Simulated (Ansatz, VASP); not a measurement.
# One calculation of Ge, two programs

Contents of INCAR:

```
SYSTEM = Ge
PREC = Accurate
ENCUT = 500
EDIFF = 1E-6
ISMEAR = 0
SIGMA = 0.1
LREAL = .FALSE.
LASPH = .TRUE.
NELM = 120
ALGO = Normal
ISIF = 2
LWAVE = .FALSE.
LCHARG = .FALSE.
GGA = CA
NBANDS = 21
GGA_COMPAT = .FALSE.
```

Contents of KPOINTS:

```
Automatic mesh
0
G
  6 6 6
  0 0 0
```

File POSCAR:

```
Ge
1.0
    0.0000000000      2.8400000000      2.8400000000
    2.8400000000      0.0000000000      2.8400000000
    2.8400000000      2.8400000000      0.0000000000
Ge
2
Direct
    0.0000000000      0.0000000000      0.0000000000
    0.2500000000      0.2500000000      0.2500000000
```

Input for Ansatz:

```yaml
crystal:
  lattice:
    - [0.0, 2.84, 2.84]
    - [2.84, 0.0, 2.84]
    - [2.84, 2.84, 0.0]
  atoms:
    - { symbol: Ge, position: [0.0, 0.0, 0.0] }
    - { symbol: Ge, position: [0.25, 0.25, 0.25] }
basis:
  ecutwfc: 420
kpoints:
  mp_grid: { grid: [6, 6, 6] }
hamiltonian:
  xc: lda
  pseudopotentials: { kind: paw, azcp: { folder: soft_1 } }
scf:
  occupations: { method: gaussian, width: 0.1 }
output:
  forces: true
  stress: true
  eigenvalues: true
```

Alike in both runs: task single point; functional LDA; k mesh 6 × 6 × 6; occupations gaussian, width 0.1 eV; no spin polarisation.

|  | VASP | Ansatz |
| --- | --- | --- |
| version | VASP 6.6.1 | Ansatz 0.2.0 |
| potentials or method | VASP PAW LDA potentials, release 64 (Ge_d), cutoff 500 eV | scalar-relativistic, plane waves, PAW |
| valence electrons in the cell | 28 | 28 |

```csv
,VASP,Ansatz,Ansatz less VASP
gap on the k mesh at the Fermi level (eV),none,none,-
pressure (GPa),-1.8,-1.9,-0.13
```

Ansatz warns that its potentials were made for another functional, while VASP's fit it. LDA's correlation is that of Perdew and Zunger in VASP and of Perdew and Wang (1992) in Ansatz. A gap of «none» marks a metal or a gap that the smearing closes.
